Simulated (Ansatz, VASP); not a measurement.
# One calculation of Sn, two programs

```
Sn
1.0
    -2.92096    2.92096    1.59422
     2.92096   -2.92096    1.59422
     2.92096    2.92096   -1.59422
Sn
2
Direct
  0.75000 0.25000 0.50000
  0.00000 0.00000 0.00000
```

Alike in both runs: functional PBE; dispersion D3(BJ); k mesh 14 × 14 × 14; occupations gaussian, width 0.1 eV; no spin polarisation.

Ansatz relaxed the structure, and its values are those at the end. VASP's run is a single point on that final structure, the one shown.

```csv
,VASP,Ansatz
version,VASP 6.6.1,Ansatz 0.2.0
potentials or method,"VASP PAW PBE potentials, release 64 (Sn_d), cutoff 520 eV","scalar-relativistic, plane waves, PAW"
valence electrons in the cell,28,28
```

VASP gave:

- gap on the k mesh at the Fermi level (eV): none
- pressure (GPa): -0.1

Question: Estimate Ansatz's values.

Answer: gap on the k mesh at the Fermi level (eV): none; pressure (GPa): 0.0.

A gap of «none» marks a metal or a gap that the smearing closes.
